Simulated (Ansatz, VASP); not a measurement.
## One calculation of CdTe, two programs

File INCAR:

```
SYSTEM = CdTe
PREC = Accurate ; ENCUT = 520
EDIFF = 1E-7 ; ISMEAR = 0
SIGMA = 0.05 ; LREAL = .FALSE.
LASPH = .TRUE. ; NELM = 60
ALGO = Normal ; ISIF = 2
LWAVE = .FALSE. ; LCHARG = .TRUE.
LELF = .TRUE. ; LVHAR = .TRUE.
NBANDS = 16
```

File KPOINTS:

```
Automatic mesh
0
G
  8 8 8
  0 0 0
```

File POSCAR:

```
CdTe
1.0
    0.0000000000      3.3814327098      3.1202664112
    3.1202664112      0.0000000000      3.1202664112
    3.1202664112      3.3814327098      0.0000000000
Cd Te
1 1
Direct
    0.0000000000      0.0000000000      0.0000000000
    0.7500000000      0.7500000000      0.7500000000
```

Input for Ansatz:

```yaml
crystal:
  lattice:
    - [0.0, 3.3814327098, 3.1202664112]
    - [3.1202664112, 0.0, 3.1202664112]
    - [3.1202664112, 3.3814327098, 0.0]
  atoms:
    - { symbol: Cd, position: [0.0, 0.0, 0.0] }
    - { symbol: Te, position: [0.75, 0.75, 0.75] }
basis:
  ecutwfc: 420
kpoints:
  mp_grid: { grid: [8, 8, 8] }
hamiltonian:
  xc: lda
  pseudopotentials: { kind: paw }
scf:
  occupations: { method: gaussian, width: 0.05 }
output:
  forces: true
  stress: true
  eigenvalues: true
```

Alike in both runs: task single point; functional LDA; k mesh 8 × 8 × 8; occupations gaussian, width 0.05 eV; no spin polarisation.

|  | VASP | Ansatz |
| --- | --- | --- |
| version | VASP 6.6.1 | Ansatz 0.2.0 |
| potentials or method | VASP PAW LDA potentials, release 64 (Cd, Te), cutoff 520 eV | scalar-relativistic, plane waves, PAW |
| valence electrons in the cell | 18 | 36 |

|  | VASP | Ansatz | Ansatz less VASP |
| --- | --- | --- | --- |
| gap on the k mesh at the Fermi level (eV) | 0.53 | 0.48 | -0.042 |
| least direct gap on the mesh (eV) | 0.53 | 0.48 | -0.042 |
| pressure (GPa) | 0.1 | -0.1 | -0.26 |
| traceless stress, the component that is largest in VASP (GPa) | -1.15 | -1.16 | -0.013 |

LDA's correlation is that of Perdew and Zunger in VASP and of Perdew and Wang (1992) in Ansatz. VASP's potentials hold 18 valence electrons a cell and Ansatz's 36, so a difference there can come from the potentials and not from the codes.

Spin-orbit coupling is off throughout.
